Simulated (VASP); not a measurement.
Al3B2W:

```
Al B W
1.0
     3.99286    0.00000    0.00000
     0.00000    3.99286    0.00000
     0.00000    0.00000    5.68613
Al B W
3 2 1
Direct
  0.50000 0.50000 0.00000
  0.00000 0.00000 0.00000
  0.50000 0.50000 0.50000
  0.00000 0.50000 0.26791
  0.50000 0.00000 0.73209
  0.00000 0.00000 0.50000
```

The cell was generated, and may not be a known phase.

| Property | Result |
| --- | --- |
| Program | VASP 6.6.1 |
| Task | relaxation of cell and atoms |
| Functional | PBE |
| Potentials or basis | VASP PAW PBE potentials, release 64 (Al, B, W_sv) |
| Cutoff | 500 eV |
| k mesh | 4 × 4 × 3 |
| Occupations | gaussian, width 0.2 eV |
| Spin | no spin polarisation |

At the start: pressure -16.6 GPa; volume 15.11 Å³/atom.

**Question.** Where does the relaxation end?

**Answer.** Over 9 steps the energy falls by 176.9 meV/atom and the volume is 12.62 Å³/atom (-16.5 %); space group P-4m2 (No. 115, to 0.1 Å) before and after.

The path:
```
step  energy change (eV)  largest force (eV/Å)  pressure (GPa)  volume (Å³)
   1              0.0000                0.0521          -16.62        90.65
   2             -0.4904                1.6825           14.98        71.61
   3             -0.7599                1.0224           -0.07        77.89
   4             -0.8525                0.9782            0.13        77.16
   5             -1.0095                0.0857            2.44        74.98
   6             -1.0509                0.2363            0.00        75.90
   7             -1.0511                0.2655           -0.19        75.98
   8             -1.0602                0.0968            0.21        75.80
   9             -1.0611                0.0218            0.40        75.71
```

Final structure:
```
CELL_PARAMETERS angstrom
3.72015 0.00000 0.00000
0.00000 3.72015 0.00000
0.00000 0.00000 5.47078
ATOMIC_POSITIONS crystal
Al 0.50000 0.50000 0.00000
Al 0.00000 0.00000 0.00000
Al 0.50000 0.50000 0.50000
B 0.00000 0.50000 0.22852
B 0.50000 0.00000 0.77148
W 0.00000 0.00000 0.50000
```

Caveat: the k points lie up to 0.42 Å⁻¹ apart in the final cell, too coarse for converged energies and pressures of a metal; the volume moved by over 15 % at a fixed basis, so the end points are rough.
